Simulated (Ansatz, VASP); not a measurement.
# RbLaTe2 in VASP and in Ansatz

```
CELL_PARAMETERS angstrom
7.69808 -1.09105 -0.09500
0.34784 7.05473 -0.29398
0.08700 1.00862 5.93002
ATOMIC_POSITIONS crystal
Te 0.09844 0.05007 0.49954
Te 0.19749 0.73786 0.15287
Te 0.43914 0.43855 0.21855
Te 0.46770 0.53010 0.72212
La 0.08489 0.26628 0.96696
La 0.81979 0.80454 0.88231
Rb 0.56290 0.97991 0.35103
Rb 0.84799 0.46315 0.43459
```

Alike in both runs: task single point; functional r2SCAN; k mesh 3 × 3 × 3; no spin polarisation.

|  | VASP | Ansatz |
| --- | --- | --- |
| version | VASP 6.6.1 | Ansatz 0.2.0 |
| potentials or method | VASP PAW PBE potentials, release 64 (Te, La, Rb_sv), cutoff 520 eV | PAW plane waves |
| occupations | fermi-dirac, width 0.1 eV | fermi-dirac |
| valence electrons in the cell | 64 | 104 |

|  | VASP | Ansatz | Ansatz less VASP |
| --- | --- | --- | --- |
| rms of the force components (eV/Å) | 0.850 | 0.845 | -0.0043 |

VASP's potentials were made for PBE, not for r2SCAN. Atom by atom the forces differ by 0.006 eV/Å (rms over components). VASP's potentials hold 64 valence electrons a cell and Ansatz's 104, so a difference there can come from the potentials and not from the codes.

Spin-orbit coupling is off throughout.
